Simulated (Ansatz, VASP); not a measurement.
# WCl4F2: VASP beside Ansatz

```xyz
7
Lattice="6.5681 -0.0276 -0.1300 3.2026 5.8680 0.0832 3.1143 2.1281 5.8370" Properties=species:S:1:pos:R:3 pbc="T T T"
W     6.2835    7.9312    5.8631
Cl    7.3876    6.2444    4.7628
Cl    8.6295    4.3873    1.2632
Cl    4.3173    3.6327    4.5198
Cl    7.9753    2.0499    4.2872
F     5.6862    1.3282    0.8116
F     4.5123    5.9605    1.2864
```

Change from the starting cell: cell x1, atoms moved at random (sigma 0.05 Å) and cell strained at random (1.5 %), then relaxed without symmetry.

Alike in both runs: task relaxation of cell and atoms; functional PBE; k mesh 4 × 4 × 2; occupations gaussian, width 0.1 eV; no spin polarisation.

|  | VASP | Ansatz |
| --- | --- | --- |
| version | VASP 6.6.1 | Ansatz 0.2.0 |
| potentials or method | VASP PAW PBE potentials, release 64 (W_sv, Cl, F), cutoff 600 eV | scalar-relativistic, plane waves, PAW |
| valence electrons in the cell | 56 | 56 |

|  | VASP | Ansatz | Ansatz less VASP |
| --- | --- | --- | --- |
| gap on the k mesh at the Fermi level, each at its own relaxed structure (eV) | 2.33 | 2.34 | +0.003 |
| relaxed volume (Å³/atom) | 32.00 | 32.81 | +0.814 |
| relaxed cell length with the largest relative difference (Å) | 6.682 | 6.746 | +0.0646 |

The k mesh is coarse, so the values compare programs but aren't converged. Neither program's run includes spin-orbit coupling.
